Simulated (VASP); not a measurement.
Here is a VASP 6.6.1 calculation.

File INCAR:

```
SYSTEM = LiP16
ALGO = Normal ; EDIFF = 1E-6
ENCUT = 520 ; ISIF = 2
ISMEAR = -1 ; ISPIN = 2
LASPH = .True. ; LCHARG = .True.
LELF = .True. ; LORBIT = 11
LREAL = Auto ; LVHAR = .True.
LWAVE = .False. ; MAGMOM = 0 0 0 0 0 0 0 0 0 0 0 0 0 0 0 0 0
NBANDS = 60 ; NELM = 150
PREC = Accurate ; SIGMA = 0.05
```

The input KPOINTS:

```
k-points
0
Gamma
  2 2 2
  0 0 0
```

POSCAR

```
LiP16
1.0
    1.6560500000      5.2040000000      4.3500000000
    1.6560500000     -5.2040000000      4.3500000000
    6.6242000000      0.0000000000      0.0000000000
P Li
16 1
Direct
    0.6602018297      0.4212204692      0.2194705175
    0.1719098008      0.4249147969      0.0782489395
    0.8646268119      0.0572945674      0.0076764137
    0.2811094640      0.1359342142      0.1339112371
    0.6407195212      0.4331069155      0.7270990805
    0.1884667117      0.3871498400      0.6058159792
    0.8304161610      0.0690210803      0.5301453695
    0.3182127896      0.1054800840      0.6388923065
    0.1258026637      0.9633145776      0.4734456074
    0.7129384273      0.8848896187      0.3434760219
    0.3621184694      0.5263171627      0.2689387656
    0.8237536135      0.5909332830      0.3922204591
    0.1476999426      0.9319874137      0.9736174562
    0.6750727937      0.8807874362      0.8635803065
    0.3663684585      0.5788117714      0.7474338456
    0.8165360666      0.6049901403      0.8856516296
    0.4110839289      0.8547328528      0.2600859151
```

Potentials or basis: VASP PAW LDA potentials, release 64 (P, Li_sv).

Launch:

```console
$ cat potpaw_LDA.64/P/POTCAR potpaw_LDA.64/Li_sv/POTCAR > POTCAR
$ mpirun -np 1 vasp_std > vasp.out
```

**Question.** Estimate the net moment.

**Answer.** 0.00 μB per cell.

**Question.** What does it give for the largest force?

**Answer.** 0.112 eV/Å.

Forces in eV/Å, atoms in the order of the input:
```
P    0.009 -0.028  0.016
P    0.014  0.038  0.027
P    0.024  0.023 -0.035
P    0.003 -0.034 -0.049
P    0.000 -0.024  0.032
P   -0.012  0.030  0.020
P   -0.005  0.041 -0.015
P    0.006 -0.027 -0.020
P    0.018  0.003  0.010
P    0.028  0.022  0.015
P    0.003 -0.002 -0.023
P    0.009 -0.020 -0.030
P   -0.007 -0.035  0.031
P   -0.005  0.028  0.039
P    0.005  0.021 -0.033
P    0.007 -0.026 -0.039
Li  -0.097 -0.011  0.056
```

Caveat: the k points lie up to 0.51 Å⁻¹ apart; no moment was typed at the start, so none could form.
